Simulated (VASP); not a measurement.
Set up this calculation in VASP 6.6.1, as the native input.

```yaml
Task: single point
Functional: r2SCAN
Potentials_or_basis: VASP PAW PBE potentials, release 64 (Al)
Cutoff: 520 eV
k_mesh: 20 × 20 × 20
Occupations: gaussian, width 0.15 eV
Spin: no spin polarisation
Dipole_correction: no
Further_INCAR_settings: ALGO = Normal; EDIFF = 1e-06; NBANDS = 8
```

Al:

```
Al
1.0
    -1.63100    1.63100    1.55144
     1.63100   -1.63100    1.55144
     1.63100    1.63100   -1.55144
Al
1
Direct
  0.00000 0.00000 0.00000
```

This cell differs from its parent crystal: strain +0.025 along x and y, -0.025 along z.

These files were run (other wordings do the same):

POSCAR

```
Al
1.0
   -1.6309991572      1.6309991572      1.5514382228
    1.6309991572     -1.6309991572      1.5514382228
    1.6309991572      1.6309991572     -1.5514382228
Al
1
Direct
    0.0000000000      0.0000000000      0.0000000000
```

INCAR.step1

```
SYSTEM = Al
PREC = Accurate
ENCUT = 520
ISMEAR = 0
SIGMA = 0.15
LREAL = .False.
LASPH = .True.
NELM = 60
NBANDS = 8
GGA = PE
ALGO = Normal
EDIFF = 1E-4
LWAVE = .True.
LCHARG = .False.
```

INCAR.step2

```
SYSTEM = Al
PREC = Accurate
ENCUT = 520
EDIFF = 1E-6
ISMEAR = 0
SIGMA = 0.15
LREAL = .False.
LASPH = .True.
NELM = 60
ALGO = Normal
ISIF = 2
LWAVE = .False.
LCHARG = .True.
METAGGA = R2SCAN
LMIXTAU = .True.
LELF = .True.
LVHAR = .True.
NBANDS = 8
ISTART = 1
```

KPOINTS

```
regular mesh
0
Gamma
  20 20 20
  0 0 0
```

Potentials or basis: VASP PAW PBE potentials, release 64 (Al).

The run is started by

```bash
$ cat potpaw_PBE.64/Al/POTCAR > POTCAR
$ cp INCAR.step1 INCAR
$ mpirun -np 1 vasp_std > vasp.out
$ cp INCAR.step2 INCAR
$ mpirun -np 1 vasp_std > vasp.out
```

Results of the run:

```yaml
Pressure: -1.8 GPa
```

Caveat: the cell differs from its parent crystal (strain +0.025 along x and y, -0.025 along z); the PAW data sets were made with another functional, which shifts forces and pressure a little.

Run time: 2.6 min on 1 thread of Intel Xeon 6975P-C, with other jobs on the host, peak memory 0.2 GiB.
